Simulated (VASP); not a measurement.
A run of VASP 6.6.1 is set up as follows.

File INCAR:

```
PREC = Accurate
ENCUT = 520
EDIFF = 1E-7
ISMEAR = 0
SIGMA = 0.1
LREAL = F
LASPH = T
NELM = 80
ALGO = Normal
ISIF = 2
LWAVE = F
LCHARG = F
GGA = PE
NBANDS = 22
```

The input KPOINTS:

```
Automatic mesh
0
Gamma
  6 6 4
```

POSCAR

```
LaScF
1.0
    3.6568242298     -0.0000000026      0.0000000000
   -1.8284121127      3.1669026815      0.0000000000
    0.0000000000      0.0000000000      6.5147155855
La Sc F
1 1 1
Direct
    0.0000000000      0.0000000000      0.0000000000
    0.3333333333      0.6666666667      0.5000000000
    0.6666666667      0.3333333333      0.5000000000
```

Potentials or basis: VASP PAW PBE potentials, release 64 (La, Sc_sv, F).

Command:

```sh
$ cat potpaw_PBE.64/La/POTCAR potpaw_PBE.64/Sc_sv/POTCAR potpaw_PBE.64/F/POTCAR > POTCAR
$ mpirun -np 1 vasp_std > vasp.out
```

Q: Predict the pressure.

A: 0.2 GPa.

Q: Estimate the band gap on the k mesh.

A: Zero (an odd number of electrons rules out a gap without spin polarisation).

Stress tensor (GPa, compression positive):
```
0.24 0.00 0.00
0.00 0.24 0.00
0.00 0.00 0.08
```

Caveat: spin-orbit coupling is left out, which moves the levels of the heavy elements; an odd number of electrons without spin polarisation forces a metal; a magnetic or distorted state may lie lower.
